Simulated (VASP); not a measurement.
# W2Cl (P6_3/mmc) in VASP: notebook, part 2 of 2

VASP 6.6.1. Earlier steps stand in the parts before.

## (4) Single point, PBE

Input file INCAR:

```
  ALGO = Normal
  EDIFF = 1E-6
  ENCUT = 520
  GGA = PE
  ISIF = 2
  ISMEAR = 0
  LASPH = T
  LCHARG = F
  LREAL = F
  LWAVE = F
  NBANDS = 44
  NELM = 60
  PREC = Accurate
  SIGMA = 0.1
```

Input file KPOINTS:

```
k-points
0
Gamma
  12 12 4
```

Input file POSCAR:

```
W2Cl
1.0
    3.2134521242      0.0000000000      0.0000000000
   -1.6067260621      2.7829311734      0.0000000000
    0.0000000000      0.0000000000     12.3012816008
W Cl
4 2
Direct
    0.3333333333      0.6666666667      0.9329167140
    0.6666666667      0.3333333333      0.4329167140
    0.3333333333      0.6666666667      0.5670832860
    0.6666666667      0.3333333333      0.0670832860
    0.6666666667      0.3333333333      0.7500000000
    0.3333333333      0.6666666667      0.2500000000
```

Potentials or basis: VASP PAW PBE potentials, release 64 (W_sv, Cl).

Command:

```bash
$ cat potpaw_PBE.64/W_sv/POTCAR potpaw_PBE.64/Cl/POTCAR > POTCAR
$ mpirun -np 1 vasp_std > vasp.out
```

OUTCAR:

```text
EDIFF = 1E-6
   ENCUT = 520
   GGA = PE
   ISIF = 2
   ISMEAR = 0
   LASPH = T
   LREAL = F
   NELM = 60
   PREC = Accurate

 ion  position               nearest neighbor table
   1  0.333  0.667  0.933-   4 2.48   4 2.48   4 2.48   5 2.92   5 2.92   5 2.92
   2  0.667  0.333  0.433-   3 2.48   3 2.48   3 2.48   6 2.92   6 2.92   6 2.92
   3  0.333  0.667  0.567-   2 2.48   2 2.48   2 2.48   5 2.92   5 2.92   5 2.92
   4  0.667  0.333  0.067-   1 2.48   1 2.48   1 2.48   6 2.92   6 2.92   6 2.92
   5  0.667  0.333  0.750-   1 2.92   3 2.92   1 2.92   3 2.92   1 2.92   3 2.92
   6  0.333  0.667  0.250-   2 2.92   4 2.92   2 2.92   4 2.92   2 2.92   4 2.92

  LATTYP: Found a hexagonal cell.
 ALAT       =     3.2134521242
 C/A-ratio  =     3.8280581522

  Lattice vectors:

 A1 = (   3.2134521242,   0.0000000000,   0.0000000000)
 A2 = (  -1.6067260621,   2.7829311734,   0.0000000000)
 A3 = (   0.0000000000,   0.0000000000,  12.3012816008)

Analysis of symmetry for initial positions (statically):
=====================================================================
 Subroutine PRICEL returns:
 Original cell was already a primitive cell.

[... 185 lines left out ...]
 Fermi energy:         8.8112486327

 k-point     1 :       0.0000    0.0000    0.0000
  band No.  band energies     occupation
      1     -65.5705      2.00000
      2     -65.5705      2.00000
      3     -65.2934      2.00000
      4     -65.2934      2.00000
      5     -30.3316      2.00000
      6     -30.3291      2.00000
[... 1117 lines left out ...]
     43      11.5371      0.00000
     44      11.8726      0.00000

 [... further k-points ...]

------------------------ aborting loop because EDIFF is reached ----------------------------------------

  FORCE on cell =-STRESS in cart. coord.  units (eV):
  Direction    XX          YY          ZZ          XY          YZ          ZX
  --------------------------------------------------------------------------------------
  -------------------------------------------------------------------------------------
  Total        0.2436974      0.2436974      0.4138209     -0.0000000      0.0000000      0.0000000
  in kB        3.5492515      3.5492515      6.0269606     -0.0000000      0.0000000      0.0000000
  external PRESSURE =       4.3751546 kB  Pullay stress =       0.0000000 kB

 VOLUME and BASIS-vectors are now :
 -----------------------------------------------------------------------------
  energy-cutoff  :      520.00
  volume of cell :      110.01
      direct lattice vectors                 reciprocal lattice vectors
     3.213452124  0.000000000  0.000000000     0.311191815  0.179666678  0.000000000
    -1.606726062  2.782931173  0.000000000     0.000000000  0.359333357  0.000000000
     0.000000000  0.000000000 12.301281601     0.000000000  0.000000000  0.081292343

 POSITION                                       TOTAL-FORCE (eV/Angst)
 -----------------------------------------------------------------------------------
     -0.00000      1.85529     11.47607        -0.000000     -0.000000     -0.076144
      1.60673      0.92764      5.32543         0.000000     -0.000000     -0.076144
     -0.00000      1.85529      6.97585        -0.000000      0.000000      0.076144
      1.60673      0.92764      0.82521         0.000000      0.000000      0.076144
      1.60673      0.92764      9.22596        -0.000000      0.000000      0.000000
     -0.00000      1.85529      3.07532         0.000000     -0.000000      0.000000
 -----------------------------------------------------------------------------------
    total drift:                               -0.000000      0.000000     -0.000000

  FREE ENERGIE OF THE ION-ELECTRON SYSTEM (eV)
  ---------------------------------------------------
  free  energy   TOTEN  =       -52.7928500709 eV

  energy  without entropy=      -52.7752755392  energy(sigma->0) =      -52.78406281
```

OSZICAR:

```text
N       E                     dE             d eps       ncg     rms          rms(c)
DAV:   1     0.897256480904E+03    0.89726E+03   -0.40559E+04  5024   0.173E+03
DAV:   2     0.839389470831E+01   -0.88886E+03   -0.86497E+03  5364   0.537E+02
DAV:   3    -0.543817196091E+02   -0.62776E+02   -0.60362E+02  6244   0.131E+02
DAV:   4    -0.564550656964E+02   -0.20733E+01   -0.20502E+01  6136   0.226E+01
DAV:   5    -0.564933619514E+02   -0.38296E-01   -0.38175E-01  6144   0.336E+00    0.370E+01
DAV:   6    -0.532992849154E+02    0.31941E+01   -0.59312E+00  5584   0.155E+01    0.159E+01
DAV:   7    -0.527972592196E+02    0.50203E+00   -0.38747E+00  5704   0.940E+00    0.331E+00
DAV:   8    -0.528009169100E+02   -0.36577E-02   -0.49783E-01  5884   0.591E+00    0.117E+00
DAV:   9    -0.527924983033E+02    0.84186E-02   -0.40609E-02  6148   0.165E+00    0.218E-01
DAV:  10    -0.527932454084E+02   -0.74711E-03   -0.11937E-02  6232   0.632E-01    0.213E-01
DAV:  11    -0.527928807898E+02    0.36462E-03   -0.19006E-03  6260   0.305E-01    0.752E-02
DAV:  12    -0.527928552019E+02    0.25588E-04   -0.38618E-04  5996   0.806E-02    0.341E-02
DAV:  13    -0.527928511222E+02    0.40796E-05   -0.31422E-05  5668   0.483E-02    0.117E-02
DAV:  14    -0.527928498666E+02    0.12556E-05   -0.48438E-06  5108   0.199E-02    0.884E-03
DAV:  15    -0.527928500709E+02   -0.20421E-06   -0.28311E-06  4504   0.749E-03
   1 F= -.52792850E+02 E0= -.52784063E+02  d E =-.175745E-01
```

Run time: 4.9 min. Hardware: 1 thread of Intel Xeon Platinum 8259CL at 2.50GHz (Skylake/Cascade Lake), shared host; peak memory 0.35 GiB.

What came out:

* Free energy: -52.7929 eV
* Pressure: 0.4 GPa
* Largest force: 0.076 eV/Å
* Band gap on the k mesh: zero (bands 35 and 36 overlap by 2.61 eV)

Forces in eV/Å, atoms in the order of the input:
```
W    0.000  0.000 -0.076
W    0.000  0.000 -0.076
W    0.000  0.000  0.076
W    0.000  0.000  0.076
Cl   0.000  0.000  0.000
Cl   0.000  0.000  0.000
```

Caveat: spin-orbit coupling is left out, which moves the levels of the heavy elements.

## (5) Relaxation of cell and atoms, PBE

This run uses another cell than the first one, of 18.76 Å³/atom.

Input file INCAR:

```
  PREC = Accurate
  ENCUT = 600
  EDIFF = 1E-6
  ISMEAR = 0
  SIGMA = 0.1
  LREAL = False
  LASPH = True
  NELM = 60
  ALGO = Normal
  ISIF = 3
  LWAVE = False
  LCHARG = False
  GGA = PE
  IBRION = 2
  NSW = 90
  EDIFFG = -0.04
```

Input file KPOINTS:

```
Automatic mesh
0
Gamma
  6 6 2
```

Input file POSCAR:

```
W2Cl
1.0
    3.1552045700      0.0000000000      0.0000000000
   -1.5776022800      2.7324873100      0.0000000000
    0.0000000000      0.0000000000     13.0555760800
W Cl
4 2
Direct
    0.3333333300      0.6666666700      0.8710007700
    0.6666666700      0.3333333300      0.3710007700
    0.3333333300      0.6666666700      0.6289992300
    0.6666666700      0.3333333300      0.1289992300
    0.6666666700      0.3333333300      0.7500000000
    0.3333333300      0.6666666700      0.2500000000
```

Potentials or basis: VASP PAW PBE potentials, release 64 (W_sv, Cl).

Command:

```bash
$ cat potpaw_PBE.64/W_sv/POTCAR potpaw_PBE.64/Cl/POTCAR > POTCAR
$ mpirun -np 1 vasp_std > vasp.out
```

OUTCAR:

```text
PREC = Accurate
   ENCUT = 600
   EDIFF = 1E-6
   ISMEAR = 0
   LREAL = False
   LASPH = True
   NELM = 60
   ISIF = 3
   GGA = PE
   IBRION = 2
   NSW = 90
   EDIFFG = -0.04

 ion  position               nearest neighbor table
   1  0.333  0.667  0.871-   5 2.41   5 2.41   5 2.41   3 3.16
   2  0.667  0.333  0.371-   6 2.41   6 2.41   6 2.41   4 3.16
   3  0.333  0.667  0.629-   5 2.41   5 2.41   5 2.41   1 3.16
   4  0.667  0.333  0.129-   6 2.41   6 2.41   6 2.41   2 3.16
   5  0.667  0.333  0.750-   1 2.41   3 2.41   1 2.41   3 2.41   1 2.41   3 2.41
   6  0.333  0.667  0.250-   2 2.41   4 2.41   2 2.41   4 2.41   2 2.41   4 2.41

  LATTYP: Found a hexagonal cell.
 ALAT       =     3.1552045700
 C/A-ratio  =     4.1377906853

  Lattice vectors:

 A1 = (   3.1552045700,   0.0000000000,   0.0000000000)
 A2 = (  -1.5776022800,   2.7324873100,   0.0000000000)
 A3 = (   0.0000000000,   0.0000000000,  13.0555760800)

Analysis of symmetry for initial positions (statically):
=====================================================================
 Subroutine PRICEL returns:
 Original cell was already a primitive cell.

 Routine SETGRP: Setting up the symmetry group for a
 hexagonal supercell.

 Subroutine GETGRP returns: Found 24 space group operations
 (whereof 12 operations were pure point group operations)
 out of a pool of 24 trial point group operations.

The static configuration has the point symmetry D_3d.
 The point group associated with its full space group is D_6h.

Analysis of symmetry for dynamics (positions and initial velocities):
=====================================================================
 Subroutine PRICEL returns:
 Original cell was already a primitive cell.

 Routine SETGRP: Setting up the symmetry group for a
 hexagonal supercell.

 Subroutine GETGRP returns: Found 24 space group operations
 (whereof 12 operations were pure point group operations)
 out of a pool of 24 trial point group operations.

The dynamic configuration has the point symmetry D_3d.
 The point group associated with its full space group is D_6h.

[... 133 lines left out ...]
   NGX = 13   NGY = 13   NGZ = 53

--------------------------------------- Ionic step        1  -------------------------------------------

 number of electron      69.9999997 magnetization

 Free energy of the ion-electron system (eV)
  ---------------------------------------------------
  ext. energy  EPLUGINS =         0.00000000
  ---------------------------------------------------
  free energy    TOTEN  =       -43.89806357 eV

  energy without entropy =      -43.86841694  energy(sigma->0) =      -43.88324026

------------------------ aborting loop because EDIFF is reached ----------------------------------------

  FORCE on cell =-STRESS in cart. coord.  units (eV):
  Direction    XX          YY          ZZ          XY          YZ          ZX
  --------------------------------------------------------------------------------------
  -------------------------------------------------------------------------------------
  Total      -10.6425094    -10.6425094    -10.6261546     -0.0000000     -0.0000000      0.0000000
  in kB     -151.4861438   -151.4861436   -151.2533480     -0.0000003     -0.0000000      0.0000000
  external PRESSURE =    -151.4085451 kB  Pullay stress =       0.0000000 kB
[... 101 lines left out ...]
  FREE ENERGIE OF THE ION-ELECTRON SYSTEM (eV)
  ---------------------------------------------------
  free  energy   TOTEN  =       -45.4823748933 eV

  energy  without entropy=      -45.4632257510  energy(sigma->0) =      -45.47280032

 E-fermi :  10.1419     XC(G=0): -12.3145

 val. band max:       10.1360895514   @ k =   0.3333   0.0000   0.0000
 cond. band min:      10.1694457541   @ k =   0.3333   0.1667   0.0000
 fundamental gap:      0.0333562028
 Fermi energy:        10.1418755056

 k-point     1 :       0.0000    0.0000    0.0000
  band No.  band energies     occupation
      1     -64.4010      2.00000
      2     -64.4009      2.00000
      3     -64.2032      2.00000
      4     -64.2032      2.00000
      5     -29.1628      2.00000
      6     -29.1541      2.00000
[... 619 lines left out ...]
     41      12.5564      0.00000
     42      12.5564      0.00000

[... ionic steps 4 to 22 ...]

--------------------------------------- Ionic step       23  -------------------------------------------

 number of electron      70.0000005 magnetization

------------------------ aborting loop because EDIFF is reached ----------------------------------------
[... 75 lines left out ...]
--------------------------------------- Ionic step       25  -------------------------------------------

 number of electron      70.0000006 magnetization

 Free energy of the ion-electron system (eV)
  ---------------------------------------------------
  ext. energy  EPLUGINS =         0.00000000
  ---------------------------------------------------
  free energy    TOTEN  =       -52.74118600 eV

  energy without entropy =      -52.71905975  energy(sigma->0) =      -52.73012288

 E-fermi :   8.7634     XC(G=0): -11.7858

 val. band max:        8.7631452093   @ k =   0.3333   0.0000   0.5000
 cond. band min:       8.7803401651   @ k =   0.3333   0.1667   0.0000
 fundamental gap:      0.0171949558
 Fermi energy:         8.7634399850

 k-point     1 :       0.0000    0.0000    0.0000
  band No.  band energies     occupation
      1     -65.5948      2.00000
      2     -65.5948      2.00000
      3     -65.3215      2.00000
      4     -65.3215      2.00000
      5     -30.3473      2.00000
      6     -30.3448      2.00000
[... 652 lines left out ...]
  FREE ENERGIE OF THE ION-ELECTRON SYSTEM (eV)
  ---------------------------------------------------
  free  energy   TOTEN  =       -52.7411859978 eV

  energy  without entropy=      -52.7190597529  energy(sigma->0) =      -52.73012288

 reached required accuracy - stopping structural energy minimisation
```

Run time: 43 min. Hardware: 1 thread of Intel Xeon Platinum 8259CL at 2.50GHz (Skylake/Cascade Lake), shared host; peak memory 0.33 GiB.

Results:

- Free energy: -52.7412 eV
- Relaxed volume: 18.42 Å³/atom
- Relaxed cell: a = 3.227 Å, b = 3.227 Å, c = 12.254 Å, α = 90.00°, β = 90.00°, γ = 120.00°
- Space group after relaxing (to 0.1 Å): P6_3/mmc (No. 194)
- Pressure after relaxing: -0.1 GPa
- Largest force after relaxing: 0.018 eV/Å
- Band gap on the k mesh: zero (bands 35 and 36 overlap by 2.56 eV)

Forces in eV/Å, atoms in the order of the input:
```
W    0.000  0.000  0.018
W    0.000  0.000  0.018
W    0.000  0.000 -0.018
W    0.000  0.000 -0.018
Cl   0.000  0.000  0.000
Cl   0.000  0.000  0.000
```

Stress tensor (GPa, compression positive):
```
-0.29  0.00  0.00
 0.00 -0.29  0.00
 0.00  0.00  0.23
```

Final structure:
```
W Cl
1.0
     3.22688    0.00000    0.00000
    -1.61344    2.79456    0.00000
     0.00000    0.00000   12.25417
W Cl
4 2
Direct
  0.33333 0.66667 0.93284
  0.66667 0.33333 0.43284
  0.33333 0.66667 0.56716
  0.66667 0.33333 0.06716
  0.66667 0.33333 0.75000
  0.33333 0.66667 0.25000
```

Caveat: the k points lie up to 0.37 Å⁻¹ apart in the final cell, too coarse for converged energies and pressures of a metal; spin-orbit coupling is left out, which moves the levels of the heavy elements.

## (6) Summary

| task | cell | k mesh | cutoff (eV) | gap on the mesh (eV) | pressure (GPa) | largest force (eV/Å) |
| --- | --- | --- | --- | --- | --- | --- |
| single point | a = 3.220, b = 3.220, c = 12.268 Å, angles 90.0, 90.0, 120.0°, 6 atoms, atomic positions A | 6 × 6 × 2 | 520 | none | 0.4 | 0.09 |
| single point | a = 3.155, b = 3.155, c = 13.056 Å, angles 90.0, 90.0, 120.0°, 6 atoms, atomic positions B | 6 × 6 × 2 | 520 | none | -15.2 | 2.36 |
| single point | a = 3.213, b = 3.213, c = 12.301 Å, angles 90.0, 90.0, 120.0°, 6 atoms, atomic positions A | 12 × 12 × 4 | 520 | none | 0.4 | 0.08 |
| relaxation of cell and atoms | relaxed from a = 3.155, b = 3.155, c = 13.056 Å, angles 90.0, 90.0, 120.0°, 6 atoms, atomic positions B | 6 × 6 × 2 | 600 | none | -0.1 | 0.02 |

Alike in all rows: level PBE; potentials or basis VASP PAW PBE potentials, release 64 (W_sv, Cl); no spin polarisation; smearing gaussian 0.1 eV.

Caveats: some runs use coarse meshes; spin-orbit coupling is left out, which moves the levels of the heavy elements; forces of over 1 eV/Å act on the atoms, so gaps and moduli don't describe the material at rest (at least some runs).

Total energies depend on the potentials used, so only differences within one code and one set of settings carry meaning.
